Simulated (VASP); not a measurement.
Write the native input for VASP 6.6.1 that does the following.

| Property | Result |
| --- | --- |
| Task | relaxation of cell and atoms |
| Functional | PBE |
| Potentials or basis | VASP PAW PBE potentials, release 64 (Mg, W_sv) |
| Cutoff | 600 eV |
| k mesh | 8 × 6 × 4 |
| Occupations | gaussian, width 0.2 eV |
| Spin | no spin polarisation |
| Dipole correction | no |
| Further INCAR settings | ALGO = Fast; EDIFF = 1e-07; IBRION = 2; EDIFFG = -0.025; NSW = 80; ISIF = 3 |

The structure of MgW lies in POSCAR:

```
MgW
1.0
   -0.0122153764      2.7622914595     -0.0466954006
    0.0633303948     -0.0797225238      4.6521580764
    5.5462270010     -0.0244307528      0.0741882724
Mg W
2 2
Direct
   -0.0541717252     -0.0008680938      0.4714411509
    0.0460631679     -0.0008929736     -0.0060563804
    0.4977060349      0.5010772136      0.2560453190
    0.5104025224      0.5006838537      0.7785699105
```

One way to write it, as run:

INCAR

```
SYSTEM = MgW
  PREC = Accurate
  ENCUT = 600
  EDIFF = 1E-7
  ISMEAR = 0
  SIGMA = 0.2
  LREAL = .False.
  LASPH = .True.
  NELM = 80
  ALGO = Fast
  ISIF = 3
  LWAVE = .False.
  LCHARG = .False.
  GGA = PE
  IBRION = 2
  NSW = 80
  EDIFFG = -0.025
```

KPOINTS

```
regular mesh
0
Gamma
  8 6 4
  0 0 0
```

Potentials or basis: VASP PAW PBE potentials, release 64 (Mg, W_sv).

Launch:

```bash
$ cat potpaw_PBE.64/Mg/POTCAR potpaw_PBE.64/W_sv/POTCAR > POTCAR
$ mpirun -np 1 vasp_std > vasp.out
```

Results of the run:

```json
{"Relaxed volume": "17.16 Å³/atom", "Relaxed cell": "a = 2.738 Å, b = 4.795 Å, c = 5.477 Å, α = 89.99°, β = 107.40°, γ = 90.00°", "Space group after relaxing (to 0.1 Å)": "Cmmm (No. 65)", "Energy gained by relaxing": "103.7 meV/atom", "Ionic steps": "40", "Pressure after relaxing": "-0.1 GPa", "Largest force after relaxing": "0.025 eV/Å", "Band gap on the k mesh": "zero (bands 16 and 17 overlap by 1.00 eV)"}
```

Caveat: spin-orbit coupling is left out, which moves the levels of the heavy elements.

Wall time 72 min on 1 thread of Intel(R) Xeon(R) Platinum 8259CL CPU @ 2.50GHz (Skylake/Cascade Lake), on a shared host, peak memory 0.36 GiB.
